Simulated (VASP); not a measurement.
# NiO2 (P-3m1) in VASP: notebook

Runs on NiO2. Level: LDA. Tasks: single point.

All numbers are computed with VASP 6.6.1; they aren't measurements. Logs are shortened: lines on timing, memory, paths and dates and some standing lists are left out, and cuts for length are marked.

## (1) The cell of the first run

The structure is trigonal, space group P-3m1 (No. 164). The conventional cell has a = 2.653 Å, b = 2.653 Å, c = 4.563 Å, α = 90.00°, β = 90.00°, γ = 120.00°. Ni (site symmetry -3m) has 6 O at 1.89 Å within 2.5 Å. O (site symmetry 3m) has 3 Ni at 1.89 Å within 2.5 Å.

## (2) Single point, LDA (c/a of the conventional cell at fixed volume 1.7203)

INCAR

```
SYSTEM = NiO2
PREC = Accurate ; ENCUT = 520
EDIFF = 1E-7 ; ISMEAR = 0
SIGMA = 0.05 ; LREAL = .FALSE.
LASPH = .TRUE. ; NELM = 80
ALGO = Normal ; ISIF = 2
LWAVE = .FALSE. ; LCHARG = .TRUE.
LELF = .TRUE. ; LVHAR = .TRUE.
NBANDS = 18
```

KPOINTS

```
Automatic mesh
0
G
  12 12 6
  0 0 0
```

POSCAR

```
NiO2
1.0
    2.6525108924      0.0000000000      0.0000000000
   -1.3262554462      2.2971418167      0.0000000000
    0.0000000000      0.0000000000      4.5631144882
Ni O
1 2
Direct
    0.0000000000      0.0000000000      0.5000000000
    0.6666666667      0.3333333333      0.7423978784
    0.3333333333      0.6666666667      0.2576021216
```

Potentials or basis: VASP PAW LDA potentials, release 64 (Ni, O).

Launch:

```
cat potpaw_LDA.64/Ni/POTCAR potpaw_LDA.64/O/POTCAR > POTCAR
mpirun -np 1 vasp_std > vasp.out
```

OUTCAR:

```text
SYSTEM = NiO2
   PREC = Accurate
   ENCUT = 520
   EDIFF = 1E-7
   ISMEAR = 0
   LREAL = .FALSE.
   LASPH = .TRUE.
   NELM = 80
   ISIF = 2

 ion  position               nearest neighbor table
   1  0.000  0.000  0.500-   2 1.89   3 1.89   2 1.89   3 1.89   2 1.89   3 1.89
   2  0.667  0.333  0.742-   1 1.89   1 1.89   1 1.89
   3  0.333  0.667  0.258-   1 1.89   1 1.89   1 1.89

  LATTYP: Found a hexagonal cell.
 ALAT       =     2.6525108924
 C/A-ratio  =     1.7203000000

  Lattice vectors:

 A1 = (   2.6525108924,   0.0000000000,   0.0000000000)
 A2 = (  -1.3262554462,   2.2971418167,   0.0000000000)
 A3 = (   0.0000000000,   0.0000000000,   4.5631144882)

Analysis of symmetry for initial positions (statically):
=====================================================================
 Subroutine PRICEL returns:
 Original cell was already a primitive cell.

 Routine SETGRP: Setting up the symmetry group for a
 hexagonal supercell.

 Subroutine GETGRP returns: Found 12 space group operations
 (whereof 12 operations were pure point group operations)
 out of a pool of 24 trial point group operations.

The static configuration has the point symmetry D_3d.

Analysis of symmetry for dynamics (positions and initial velocities):
=====================================================================
 Subroutine PRICEL returns:
 Original cell was already a primitive cell.

 Routine SETGRP: Setting up the symmetry group for a
 hexagonal supercell.

 Subroutine GETGRP returns: Found 12 space group operations
 (whereof 12 operations were pure point group operations)
 out of a pool of 24 trial point group operations.

The dynamic configuration has the point symmetry D_3d.

 Subroutine INISYM returns: Found 12 space group operations
 (whereof 12 operations are pure point group operations),
 and found     1 'primitive' translations

----------------------------------------------------------------------------------------

                                     Primitive cell

  volume of cell :      27.8039

  direct lattice vectors                    reciprocal lattice vectors
     2.652510892  0.000000000  0.000000000     0.377001279  0.217661790  0.000000000
    -1.326255446  2.297141817  0.000000000     0.000000000  0.435323580  0.000000000
     0.000000000  0.000000000  4.563114488     0.000000000  0.000000000  0.219148567

  length of vectors
     2.652510892  2.652510892  4.563114488     0.435323580  0.435323580  0.219148567

  position of ions in fractional coordinates (direct lattice)
     0.000000000  0.000000000  0.500000000
     0.666666667  0.333333333  0.742397878
     0.333333333  0.666666667  0.257602122

  ion indices of the primitive-cell ions
   primitive index   ion index
                 1           1
                 2           2
                 3           3

----------------------------------------------------------------------------------------

 KPOINTS: Automatic mesh

Automatic generation of k-mesh.
 Grid dimensions read from file:
 generate k-points for:   12   12    6

 Generating k-lattice:

  Cartesian coordinates                     Fractional coordinates (reciprocal lattice)
     0.031416773  0.018138483  0.000000000     0.083333333  0.000000000  0.000000000
     0.000000000  0.036276965  0.000000000     0.000000000  0.083333333  0.000000000
     0.000000000  0.000000000  0.036524761     0.000000000  0.000000000  0.166666667

  Length of vectors
     0.036276965  0.036276965  0.036524761

  Shift w.r.t. Gamma in fractional coordinates (k-lattice)
     0.000000000  0.000000000  0.000000000

 Subroutine IBZKPT returns following result:
 ===========================================

 Found    100 irreducible k-points:

 Following reciprocal coordinates:
            Coordinates               Weight
  0.000000  0.000000  0.000000      1.000000
  0.083333 -0.000000  0.000000      6.000000
  0.166667 -0.000000  0.000000      6.000000
  0.250000 -0.000000  0.000000      6.000000
  0.333333  0.000000  0.000000      6.000000
  0.416667 -0.000000  0.000000      6.000000
[... 16 lines left out ...]
  0.166667 -0.000000  0.166667      6.000000
  0.000000  0.166667  0.166667      6.000000
 [... further k-points ...]
   k-points           NKPTS =    100   k-points in BZ     NKDIM =    100   number of bands    NBANDS=     18
   number of dos      NEDOS =    301   number of ions     NIONS =      3
   total plane-waves  NPLWV =  14400
   dimension x,y,z NGX =    20 NGY =   20 NGZ =   36
   dimension x,y,z NGXF=    40 NGYF=   40 NGZF=   72
   ions per type =               1   2
   NGX,Y,Z   is equivalent  to a cutoff of  12.53, 12.53, 13.12 a.u.
   NGXF,Y,Z  is equivalent  to a cutoff of  25.07, 25.07, 26.23 a.u.
 SYSTEM =  NiO2
   PREC   = accura    normal or accurate (medium, high low for compatibility)
   ISTART =      0    job   : 0-new  1-cont  2-samecut
   ICHARG =      2    charge: 1-file 2-atom 10-const
   ISPIN  =      1    spin polarized calculation?
   LNONCOLLINEAR =      F non collinear calculations
   LSORBIT =      F    spin-orbit coupling
   LASPH  =      T    aspherical Exc in radial PAW
   ENCUT  =  520.0 eV  38.22 Ry    6.18 a.u.   4.93  4.93  8.48*2*pi/ulx,y,z
   NELM   =     80;   NELMIN=  2; NELMDL= -5     # of ELM steps
   EDIFF  = 0.1E-06   stopping-criterion for ELM
   LREAL  =      F    real-space projection
   EDIFFG = 0.1E-05   stopping-criterion for IOM
   NSW    =      0    number of steps for IOM
   IBRION =     -1    ionic relax: 0-MD 1-quasi-New 2-CG
   NFREE  =      0    steps in history (QN), initial steepest desc. (CG)
   ISIF   =      2    stress and relaxation
   ISYM   =      2    0-nonsym 1-usesym 2-fastsym
   POTIM  = 0.5000    time-step for ionic-motion
   TEBEG  =    0.0;   TEEND  =   0.0 temperature during run
   PSTRESS=    0.0 pullay stress
   NELECT =      22.0000    total number of electrons
   NUPDOWN=      -1.0000    fix difference up-down
   EMIN   =  10.00;   EMAX   =-10.00  energy-range for DOS
   EFERMI =   0.00;   METHOD = LEGACY
   ISMEAR =     0;   SIGMA  =   0.05  broadening in eV -4-tet -1-fermi 0-gaus
   EFERMI_NEDOS =   21; number of points for ismear=-14 and -15
   IALGO  =     38    algorithm
   IMIX   =      4    mixing-type and parameters
     AMIX     =   0.40;   BMIX     =  1.00
     AMIX_MAG =   1.60;   BMIX_MAG =  1.00
  volume/ion in A,a.u.               =       9.27        62.54
  Fermi-wavevector in a.u.,A,eV,Ry     =   1.514190  2.861404 31.195034  2.292770
  Thomas-Fermi vector in A             =   2.623880
   LORBIT       =      0    0 simple, 1 ext, 2 COOP (PROOUT), +10 PAW based schemes
   GGA     = CA    functional components
   LHFCALC =     F    Hartree Fock is set to
   AEXX    =    0.0000 exact exchange contribution
   IVDW    =     0    specifies the selected vdW correction
   LEPSILON=     F    determine dielectric tensor
   LRPA    =     F    only Hartree local field effects (RPA)
 non-spin polarized calculation
 Gauss-broadening in eV      SIGMA  =   0.05
  energy-cutoff  :      520.00
  volume of cell :       27.80
 maximum number of plane-waves:       771
   NGX =  9   NGY =  9   NGZ = 17

 number of electron      22.0000004 magnetization

 Free energy of the ion-electron system (eV)
  ---------------------------------------------------
  ext. energy  EPLUGINS =         0.00000000
  ---------------------------------------------------
  free energy    TOTEN  =       -19.70148131 eV

  energy without entropy =      -19.70148131  energy(sigma->0) =      -19.70148131

 E-fermi :   3.8967     XC(G=0): -12.2940

 val. band max:        3.6854759558   @ k =   0.1667  -0.0000   0.5000
 cond. band min:       4.3890675279   @ k =   0.2500  -0.0000   0.3333
 fundamental gap:      0.7035915720
 Fermi energy:         3.8967124909

 k-point     1 :       0.0000    0.0000    0.0000
  band No.  band energies     occupation
      1     -15.7139      2.00000
      2     -13.6294      2.00000
      3      -2.8783      2.00000
      4      -1.1193      2.00000
      5      -1.1193      2.00000
      6       1.5585      2.00000
[... 10 lines left out ...]
     17      25.4060      0.00000
     18      25.4060      0.00000

 k-point     2 :       0.0833   -0.0000    0.0000
  band No.  band energies     occupation
      1     -15.6062      2.00000
      2     -13.6054      2.00000
      3      -2.7442      2.00000
      4      -1.2080      2.00000
      5      -1.0715      2.00000
      6       1.3330      2.00000
[... 10 lines left out ...]
     17      24.1919      0.00000
     18      25.5231      0.00000

 k-point     3 :       0.1667   -0.0000    0.0000
  band No.  band energies     occupation
      1     -15.2986      2.00000
      2     -13.5406      2.00000
      3      -2.3631      2.00000
      4      -1.3987      2.00000
      5      -0.9543      2.00000
      6       0.5509      2.00000
[... 10 lines left out ...]
     17      22.1868      0.00000
     18      25.1899      0.00000

 k-point     4 :       0.2500   -0.0000    0.0000
  band No.  band energies     occupation
      1     -14.8391      2.00000
      2     -13.4576      2.00000
      3      -1.8713      2.00000
      4      -1.4943      2.00000
      5      -0.8460      2.00000
      6      -0.5626      2.00000
[... 10 lines left out ...]
     17      20.3393      0.00000
     18      23.6904      0.00000

 k-point     5 :       0.3333    0.0000    0.0000
  band No.  band energies     occupation
      1     -14.3128      2.00000
      2     -13.3914      2.00000
      3      -2.0474      2.00000
      4      -1.3539      2.00000
      5      -0.9812      2.00000
      6      -0.8273      2.00000
[... 10 lines left out ...]
     17      19.6053      0.00000
     18      22.7346      0.00000

 k-point     6 :       0.4167   -0.0000    0.0000
  band No.  band energies     occupation
      1     -13.8378      2.00000
      2     -13.3910      2.00000
      3      -2.7402      2.00000
      4      -1.2320      2.00000
      5      -0.8727      2.00000
      6      -0.5809      2.00000
[... 10 lines left out ...]
     17      20.1694      0.00000
     18      21.9050      0.00000

 k-point     7 :       0.5000   -0.0000    0.0000
  band No.  band energies     occupation
      1     -13.5369      2.00000
      2     -13.5065      2.00000
      3      -3.0308      2.00000
      4      -0.9341      2.00000
      5      -0.8994      2.00000
      6      -0.7113      2.00000
[... 10 lines left out ...]
     17      20.4260      0.00000
     18      21.4660      0.00000

 k-point     8 :       0.0833    0.0833    0.0000
  band No.  band energies     occupation
      1     -15.3985      2.00000
      2     -13.5609      2.00000
      3      -2.4850      2.00000
      4      -1.3440      2.00000
      5      -0.9974      2.00000
      6       0.9796      2.00000
[... 10 lines left out ...]
     17      22.8423      0.00000
     18      24.7763      0.00000
[... 229 lines left out ...]
     17      19.1709      0.00000
     18      22.3540      0.00000

 k-point    20 :       0.0000    0.0000    0.1667
  band No.  band energies     occupation
      1     -15.6522      2.00000
      2     -13.7317      2.00000
      3      -2.6445      2.00000
      4      -1.1145      2.00000
      5      -1.1145      2.00000
      6       1.5577      2.00000
[... 10 lines left out ...]
     17      25.4149      0.00000
     18      25.4152      0.00000

 k-point    21 :       0.0833   -0.0000    0.1667
  band No.  band energies     occupation
      1     -15.5458      2.00000
      2     -13.7028      2.00000
      3      -2.5325      2.00000
      4      -1.2017      2.00000
      5      -1.0743      2.00000
      6       1.3203      2.00000
[... 10 lines left out ...]
     17      24.2129      0.00000
     18      25.5897      0.00000

 k-point    22 :       0.0000    0.0833    0.1667
  band No.  band energies     occupation
      1     -15.5451      2.00000
      2     -13.7040      2.00000
      3      -2.5239      2.00000
      4      -1.2192      2.00000
      5      -1.0601      2.00000
      6       1.3355      2.00000
[... 10 lines left out ...]
     17      24.2555      0.00000
     18      25.4539      0.00000

 k-point    23 :       0.1667   -0.0000    0.1667
  band No.  band energies     occupation
      1     -15.2440      2.00000
      2     -13.6222      2.00000
      3      -2.2675      2.00000
      4      -1.3350      2.00000
      5      -0.9670      2.00000
      6       0.4990      2.00000
[... 10 lines left out ...]
     17      22.2332      0.00000
     18      25.1382      0.00000

 k-point    24 :       0.0000    0.1667    0.1667
  band No.  band energies     occupation
      1     -15.2386      2.00000
      2     -13.6314      2.00000
      3      -2.1766      2.00000
      4      -1.4280      2.00000
      5      -0.9372      2.00000
      6       0.5785      2.00000
[... 10 lines left out ...]
     17      22.3258      0.00000
     18      24.8834      0.00000

 [... further k-points ...]
[... 5 lines left out ...]
  --------------------------------------------------------------------------------------
  -------------------------------------------------------------------------------------
  Total        0.4423353      0.4423353     -5.1889941      0.0000000      0.0000000      0.0000000
  in kB       25.4891755     25.4891755   -299.0111693      0.0000000      0.0000000      0.0000000
  external PRESSURE =     -82.6776061 kB  Pullay stress =       0.0000000 kB

 VOLUME and BASIS-vectors are now :
 -----------------------------------------------------------------------------
  energy-cutoff  :      520.00
  volume of cell :       27.80
      direct lattice vectors                 reciprocal lattice vectors
     2.652510892  0.000000000  0.000000000     0.377001279  0.217661790  0.000000000
    -1.326255446  2.297141817  0.000000000     0.000000000  0.435323580  0.000000000
     0.000000000  0.000000000  4.563114488     0.000000000  0.000000000  0.219148567

 POSITION                                       TOTAL-FORCE (eV/Angst)
 -----------------------------------------------------------------------------------
      0.00000      0.00000      2.28156         0.000000      0.000000      0.000000
      1.32626      0.76571      3.38765        -0.000000      0.000000     -2.313288
     -0.00000      1.53143      1.17547        -0.000000     -0.000000      2.313288
 -----------------------------------------------------------------------------------
    total drift:                                0.000000     -0.000000      0.000000

  FREE ENERGIE OF THE ION-ELECTRON SYSTEM (eV)
  ---------------------------------------------------
  free  energy   TOTEN  =       -19.7014813117 eV

  energy  without entropy=      -19.7014813117  energy(sigma->0) =      -19.70148131
```

Run time: 21 s. Hardware: 1 thread of Intel Xeon 6975P-C (Granite Rapids), shared host; peak memory 0.16 GiB.

Results:

- Free energy: -19.7015 eV
- Pressure: -8.3 GPa
- Largest force: 2.313 eV/Å
- Band gap on the k mesh: 0.70 eV, indirect (least direct gap 0.75 eV)

Forces on the atoms (eV/Å):
```
Ni   0.000  0.000  0.000
O    0.000  0.000 -2.313
O    0.000  0.000  2.313
```

Stress tensor (GPa, compression positive):
```
  2.55   0.00   0.00
  0.00   2.55   0.00
  0.00   0.00 -29.90
```

Caveat: forces of over 1 eV/Å act on the atoms, so gaps and moduli don't describe the material at rest. Spin polarisation is off, so any magnetic state and its effect on volume and gap are missing.

## (3) Single point, LDA (c/a of the conventional cell at fixed volume 1.4565)

INCAR

```
SYSTEM = NiO2
PREC = Accurate
ENCUT = 520
EDIFF = 1E-6
ISMEAR = 0
SIGMA = 0.05
LREAL = .FALSE.
LASPH = .TRUE.
NELM = 100
ALGO = Normal
ISIF = 2
LWAVE = .FALSE.
LCHARG = .FALSE.
NBANDS = 18
```

KPOINTS is that of step 2.

POSCAR

```
NiO2
1.0
    2.8038519370      0.0000000000      0.0000000000
   -1.4019259685      2.4282070059      0.0000000000
    0.0000000000      0.0000000000      4.0838103463
Ni O
1 2
Direct
    0.0000000000      0.0000000000      0.5000000000
    0.6666666667      0.3333333333      0.7186230907
    0.3333333333      0.6666666667      0.2813769093
```

Potentials or basis: VASP PAW LDA potentials, release 64 (Ni, O).

Launch:

```
cat potpaw_LDA.64/Ni/POTCAR potpaw_LDA.64/O/POTCAR > POTCAR
mpirun -np 1 vasp_std > vasp.out
```

It took 16 s on 1 thread of Intel Xeon 6975P-C (Granite Rapids), shared host; peak memory 0.16 GiB.

It converged, with:

```yaml
Free_energy: -20.1476 eV
Pressure: -1.9 GPa
Largest_force: 0.219 eV/Å
Band_gap_on_the_k_mesh: 0.63 eV, indirect (least direct gap 0.98 eV)
```

Forces on the atoms (eV/Å):
```
Ni   0.000  0.000  0.000
O    0.000  0.000  0.219
O    0.000  0.000 -0.219
```

Stress tensor (GPa, compression positive):
```
-3.95  0.00  0.00
 0.00 -3.95  0.00
 0.00  0.00  2.16
```

Levels at points of the mesh, in eV from the valence-band top:
```tsv
k point	band 9	band 10	band 11	band 12	band 13	band 14
(0.00, 0.00, 0.00)	-1.39	-0.53	-0.52	2.02	2.02	7.94
(0.50, 0.00, 0.00)	-2.07	-1.93	-1.20	1.28	2.09	12.67
(0.00, 0.00, 0.50)	-1.51	-1.51	-0.06	2.15	2.15	10.10
(0.50, 0.00, 0.50)	-1.94	-1.41	-1.36	1.32	1.86	11.33
```

 Spin polarisation is off, so any magnetic state and its effect on volume and gap are missing.
